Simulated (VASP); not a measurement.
Input of a VASP 6.6.1 run:

File INCAR:

```
ALGO = Normal
EDIFF = 1E-6
EDIFFG = -0.01
ENCUT = 600
GGA = PE
IBRION = 2
ISIF = 3
ISMEAR = 0
LASPH = True
LCHARG = False
LREAL = False
LWAVE = False
NELM = 60
NSW = 100
PREC = Accurate
SIGMA = 0.1
```

File KPOINTS:

```
k-points
0
Gamma
  6 6 8
```

Contents of POSCAR:

```
HfSnTeS3
1.0
    7.0983772757      0.0000000000      0.0000000000
   -3.5491886378      6.1473750464      0.0000000000
    0.0000000000      0.0000000000      5.0521844483
Hf Sn Te S
1 1 1 3
Direct
    0.3333333333      0.6666666667      0.5000000000
    0.0000000000      0.0000000000      0.0000000000
    0.0000000000      0.0000000000      0.5000000000
    0.2037263104      0.7962736896      0.0000000000
    0.2037263104      0.4074526208      0.0000000000
    0.5925473792      0.7962736896      0.0000000000
```

Potentials or basis: VASP PAW PBE potentials, release 64 (Hf_pv, Sn_d, Te, S).

Command:

```sh
$ cat potpaw_PBE.64/Hf_pv/POTCAR potpaw_PBE.64/Sn_d/POTCAR potpaw_PBE.64/Te/POTCAR potpaw_PBE.64/S/POTCAR > POTCAR
$ mpirun -np 1 vasp_std > vasp.out
```

What does it give for the relaxed cell?

a = 7.073 Å, b = 7.073 Å, c = 5.052 Å, α = 90.00°, β = 90.00°, γ = 120.00°.

Predict the relaxed volume.

36.48 Å³/atom.

Predict the space group after relaxing (to 0.1 Å).

P-6m2 (No. 187).

Predict the band gap on the k mesh.

zero (bands 24 and 25 overlap by 0.17 eV).

Step by step:
```tsv
step	energy change (eV)	largest force (eV/Å)	pressure (GPa)	volume (Å³)
1	0.0000	0.0292	-0.22	220.46
2	-0.0010	0.0155	0.06	218.87
3	-0.0011	0.0172	0.03	219.06
4	-0.0014	0.0005	0.00	218.88
```

Caveat: spin-orbit coupling is left out, which moves the levels of the heavy elements.
